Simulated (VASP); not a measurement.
# ZnSe (I-4m2) in VASP: notebook, part 2 of 2

VASP 6.6.1. Earlier steps stand in the parts before.

## 5. Single point, PBE

This run uses another cell than the first one, of the same volume but with other edges.

The input, INCAR:

```
PREC = Accurate
ENCUT = 520
EDIFF = 1E-7
ISMEAR = 0
SIGMA = 0.05
LREAL = False
LASPH = True
NELM = 80
ALGO = Normal
ISIF = 2
LWAVE = False
LCHARG = False
GGA = PE
NBANDS = 16
```

The input, KPOINTS:

```
Automatic mesh
0
Gamma
  10 10 10
```

The input, POSCAR:

```
ZnSe
1.0
    0.0000000000      2.6969341090      3.2363209307
    2.6969341090      0.0000000000      3.2363209307
    2.6969341090      2.6969341090      0.0000000000
Zn Se
1 1
Direct
    0.0000000000      0.0000000000      0.0000000000
    0.7500000000      0.7500000000      0.7500000000
```

Potentials or basis: VASP PAW PBE potentials, release 64 (Zn, Se).

Launch:

```console
> cat potpaw_PBE.64/Zn/POTCAR potpaw_PBE.64/Se/POTCAR > POTCAR
> mpirun -np 1 vasp_std > vasp.out
```

OUTCAR:

```text
PREC = Accurate
   ENCUT = 520
   EDIFF = 1E-7
   ISMEAR = 0
   LREAL = False
   LASPH = True
   NELM = 80
   ISIF = 2
   GGA = PE

 ion  position               nearest neighbor table
   1  0.000  0.000  0.000-   2 2.50   2 2.50   2 2.50   2 2.50
   2  0.750  0.750  0.750-   1 2.50   1 2.50   1 2.50   1 2.50

  LATTYP: Found a body centered tetragonal cell.
 ALAT       =     3.8140407938
 C/A-ratio  =     1.6970562748

  Lattice vectors:

 A1 = (  -2.6969341090,   0.0000000000,   3.2363209307)
 A2 = (   2.6969341090,   0.0000000000,   3.2363209307)
 A3 = (   0.0000000000,   2.6969341090,  -3.2363209307)

Analysis of symmetry for initial positions (statically):
=====================================================================
 Subroutine PRICEL returns:
 Original cell was already a primitive cell.

 Routine SETGRP: Setting up the symmetry group for a
 body centered tetragonal supercell.

 Subroutine GETGRP returns: Found  8 space group operations
 (whereof  8 operations were pure point group operations)
 out of a pool of 16 trial point group operations.

The static configuration has the point symmetry D_2d.

Analysis of symmetry for dynamics (positions and initial velocities):
=====================================================================
 Subroutine PRICEL returns:
 Original cell was already a primitive cell.

 Routine SETGRP: Setting up the symmetry group for a
 body centered tetragonal supercell.

 Subroutine GETGRP returns: Found  8 space group operations
 (whereof  8 operations were pure point group operations)
 out of a pool of 16 trial point group operations.

The dynamic configuration has the point symmetry D_2d.

 Subroutine INISYM returns: Found  8 space group operations
 (whereof  8 operations are pure point group operations),
[... 105 lines left out ...]
   TEBEG  =    0.0;   TEEND  =   0.0 temperature during run
   PSTRESS=    0.0 pullay stress
   NELECT =      18.0000    total number of electrons
   NUPDOWN=      -1.0000    fix difference up-down
   EMIN   =  10.00;   EMAX   =-10.00  energy-range for DOS
   EFERMI =   0.00;   METHOD = LEGACY
   ISMEAR =     0;   SIGMA  =   0.05  broadening in eV -4-tet -1-fermi 0-gaus
   EFERMI_NEDOS =   21; number of points for ismear=-14 and -15
   IALGO  =     38    algorithm
   IMIX   =      4    mixing-type and parameters
     AMIX     =   0.40;   BMIX     =  1.00
     AMIX_MAG =   1.60;   BMIX_MAG =  1.00
  volume/ion in A,a.u.               =      23.54       158.85
  Fermi-wavevector in a.u.,A,eV,Ry     =   1.188206  2.245383 19.209147  1.411832
  Thomas-Fermi vector in A             =   2.324340
   LORBIT       =      0    0 simple, 1 ext, 2 COOP (PROOUT), +10 PAW based schemes
   GGA     = PE    functional components
   LHFCALC =     F    Hartree Fock is set to
   AEXX    =    0.0000 exact exchange contribution
   IVDW    =     0    specifies the selected vdW correction
   LEPSILON=     F    determine dielectric tensor
   LRPA    =     F    only Hartree local field effects (RPA)
 non-spin polarized calculation
 Gauss-broadening in eV      SIGMA  =   0.05
  energy-cutoff  :      520.00
  volume of cell :       47.08
 maximum number of plane-waves:      1280
   NGX = 15   NGY = 15   NGZ = 15

 number of electron      18.0000004 magnetization

 Free energy of the ion-electron system (eV)
  ---------------------------------------------------
  ext. energy  EPLUGINS =         0.00000000
  ---------------------------------------------------
  free energy    TOTEN  =        -5.89491980 eV

  energy without entropy =       -5.89491980  energy(sigma->0) =       -5.89491980

 E-fermi :   1.8696     XC(G=0):  -9.1995

 val. band max:        1.6036141825   @ k =   0.0000   0.0000   0.0000
 cond. band min:       2.2776659929   @ k =   0.0000   0.0000   0.0000
 fundamental gap:      0.6740518104
 Fermi energy:         1.8695596409

 k-point     1 :       0.0000    0.0000    0.0000
  band No.  band energies     occupation
      1     -11.6600      2.00000
      2      -5.1492      2.00000
      3      -5.0550      2.00000
      4      -5.0550      2.00000
      5      -4.7941      2.00000
      6      -4.7727      2.00000
[... 433 lines left out ...]
      3      -4.9062      2.00000
      4      -4.9010      2.00000
      5      -4.8108      2.00000
      6      -4.7611      2.00000
[... 8 lines left out ...]
     15      15.1295      0.00000
     16      15.1802      0.00000

 [... further k-points ...]
[... 5 lines left out ...]
  --------------------------------------------------------------------------------------
  -------------------------------------------------------------------------------------
  Total        0.7628394      0.7628394     -1.7313941      0.0000000      0.0000000      0.0000000
  in kB       25.9610026     25.9610026    -58.9229213      0.0000000      0.0000000      0.0000000
  external PRESSURE =      -2.3336387 kB  Pullay stress =       0.0000000 kB

 VOLUME and BASIS-vectors are now :
 -----------------------------------------------------------------------------
  energy-cutoff  :      520.00
  volume of cell :       47.08
      direct lattice vectors                 reciprocal lattice vectors
     0.000000000  2.696934109  3.236320931    -0.185395705  0.185395705  0.154496421
     2.696934109  0.000000000  3.236320931     0.185395705 -0.185395705  0.154496421
     2.696934109  2.696934109  0.000000000     0.185395705  0.185395705 -0.154496421

 POSITION                                       TOTAL-FORCE (eV/Angst)
 -----------------------------------------------------------------------------------
      0.00000      0.00000      0.00000         0.000000      0.000000      0.000000
      4.04540      4.04540      4.85448        -0.000000     -0.000000     -0.000000
 -----------------------------------------------------------------------------------
    total drift:                               -0.000007     -0.000007      0.000006

  FREE ENERGIE OF THE ION-ELECTRON SYSTEM (eV)
  ---------------------------------------------------
  free  energy   TOTEN  =        -5.8949198047 eV

  energy  without entropy=       -5.8949198047  energy(sigma->0) =       -5.89491980
```

OSZICAR:

```text
N       E                     dE             d eps       ncg     rms          rms(c)
DAV:   1     0.872118865910E+02    0.87212E+02   -0.87579E+03  3264   0.127E+03
DAV:   2    -0.666732815497E+00   -0.87879E+02   -0.82431E+02  3648   0.252E+02
DAV:   3    -0.616990090937E+01   -0.55032E+01   -0.54811E+01  4000   0.612E+01
DAV:   4    -0.621357376667E+01   -0.43673E-01   -0.43668E-01  4000   0.591E+00
DAV:   5    -0.621378447024E+01   -0.21070E-03   -0.21070E-03  4192   0.366E-01    0.439E+00
DAV:   6    -0.591617331607E+01    0.29761E+00   -0.56793E-01  4656   0.233E+01    0.338E+00
DAV:   7    -0.589517638308E+01    0.20997E-01   -0.16002E-01  3712   0.350E+00    0.145E+00
DAV:   8    -0.589463130588E+01    0.54508E-03   -0.47012E-03  4072   0.647E-01    0.450E-01
DAV:   9    -0.589482760009E+01   -0.19629E-03   -0.11951E-03  3928   0.267E-01    0.703E-02
DAV:  10    -0.589491251070E+01   -0.84911E-04   -0.14169E-04  4104   0.105E-01    0.170E-02
DAV:  11    -0.589491896919E+01   -0.64585E-05   -0.22174E-05  3704   0.338E-02    0.470E-03
DAV:  12    -0.589491977530E+01   -0.80611E-06   -0.20878E-06  4176   0.841E-03    0.305E-03
DAV:  13    -0.589491980470E+01   -0.29397E-07   -0.50872E-07  3936   0.568E-03
   1 F= -.58949198E+01 E0= -.58949198E+01  d E =-.292193E-16
```

It took 91 s on 1 thread of Intel Xeon Platinum 8259CL at 2.50GHz (Skylake/Cascade Lake), shared host; peak memory 0.23 GiB.

What came out:

```yaml
Free_energy: -5.8949 eV
Pressure: -0.2 GPa
Band_gap_on_the_k_mesh: 0.67 eV, direct
```

## 6. The runs side by side

```tsv
cell	gap on the mesh (eV)	pressure (GPa)
a = 3.940, b = 3.940, c = 4.550 Å, angles 54.7, 54.7, 70.5°, 2 atoms	0.33	-2.1
a = 4.422, b = 4.422, c = 3.611 Å, angles 65.9, 65.9, 48.2°, 2 atoms	none	-1.0
a = 3.971, b = 3.971, c = 4.279 Å, angles 57.4, 57.4, 65.2°, 2 atoms	0.79	-0.3
a = 4.213, b = 4.213, c = 3.814 Å, angles 63.1, 63.1, 53.8°, 2 atoms	0.67	-0.2
```

Alike in all rows: task single point; level PBE; potentials or basis VASP PAW PBE potentials, release 64 (Zn, Se); no spin polarisation; k mesh 10 × 10 × 10; cutoff (eV) 520; smearing gaussian 0.05 eV.

Absolute energies hang on the potentials; compare differences alone.
